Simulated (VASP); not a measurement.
Crystal: Au.

```
CELL_PARAMETERS angstrom
2.62022 0.00000 0.00000
-1.31011 2.26918 0.00000
0.00000 0.00000 4.27879
ATOMIC_POSITIONS crystal
Au 0.33333 0.66667 0.25000
Au 0.66667 0.33333 0.75000
```

This isn't the form of Au at room conditions, which is fcc.

```yaml
Program: VASP 6.6.1
Task: relaxation of cell and atoms
Functional: PBE
Potentials_or_basis: VASP PAW PBE potentials, release 64 (Au)
Cutoff: 600 eV
k_mesh: 12 × 12 × 6
Occupations: gaussian, width 0.1 eV
Spin: no spin polarisation
```

At the start: pressure 129.8 GPa; volume 12.72 Å³/atom.

**Question.** Where does the relaxation end?

**Answer.** Over 14 steps the energy falls by 1459.4 meV/atom and the volume is 18.02 Å³/atom (+41.7 %); space group P6_3/mmc (No. 194, to 0.1 Å) before and after.

The path:
```tsv
step	energy change (eV)	largest force (eV/Å)	pressure (GPa)	volume (Å³)
1	0.0000	0.0000	129.76	25.44
2	0.9998	0.0000	-8.20	85.34
3	0.1446	0.0000	-11.80	71.34
4	-0.8683	0.0000	-15.41	59.44
5	-2.7656	0.0000	-10.60	40.07
6	-2.6950	0.0000	21.04	32.20
7	-2.9077	0.0000	-3.02	36.91
8	-2.9160	0.0000	0.21	35.98
9	-2.9157	0.0000	-0.66	36.22
10	-2.9167	0.0000	0.59	35.89
11	-2.9167	0.0000	0.35	35.93
12	-2.9176	0.0000	0.18	35.97
13	-2.9181	0.0000	0.12	36.00
14	-2.9187	0.0000	-0.02	36.05
```

Final structure:
```yaml
crystal:
  lattice:
    - [2.91251, 0.00000, 0.00000]
    - [-1.45626, 2.52231, 0.00000]
    - [0.00000, 0.00000, 4.90687]
  atoms:
    - { symbol: Au, position: [0.33333, 0.66667, 0.25000] }
    - { symbol: Au, position: [0.66667, 0.33333, 0.75000] }
```

Caveat: the volume moved by over 15 % at a fixed basis, so the end points are rough.
